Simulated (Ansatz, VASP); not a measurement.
## Si in VASP and in Ansatz

```
CELL_PARAMETERS angstrom
3.84753 0.00000 0.00000
-1.92376 3.33205 0.00000
0.00000 0.00000 18.44160
ATOMIC_POSITIONS crystal
Si 0.33333 0.66667 0.26954
Si 0.66667 0.33333 0.24401
Si 0.16667 0.33333 0.53366
Si 0.50000 0.00000 0.50813
```

Alike in both runs: task single point; functional PBE; dispersion D3(BJ); k mesh 9 × 9 × 1; occupations gaussian, width 0.1 eV; no spin polarisation.

|  | VASP | Ansatz |
| --- | --- | --- |
| version | VASP 6.6.1 | Ansatz 0.2.0 |
| potentials or method | VASP PAW PBE potentials, release 64 (Si), cutoff 520 eV | scalar-relativistic, plane waves, PAW |
| valence electrons in the cell | 16 | 16 |

Ansatz gave:

```
gap on the k mesh at the Fermi level (eV) : 0.20
least direct gap on the mesh (eV)         : 0.20
rms of the force components (eV/Å)        : 0.049
```

What did VASP give for the same quantities?

gap on the k mesh at the Fermi level (eV): 0.20; least direct gap on the mesh (eV): 0.20; rms of the force components (eV/Å): 0.047.

Atom by atom the forces differ by 0.003 eV/Å (rms over components).
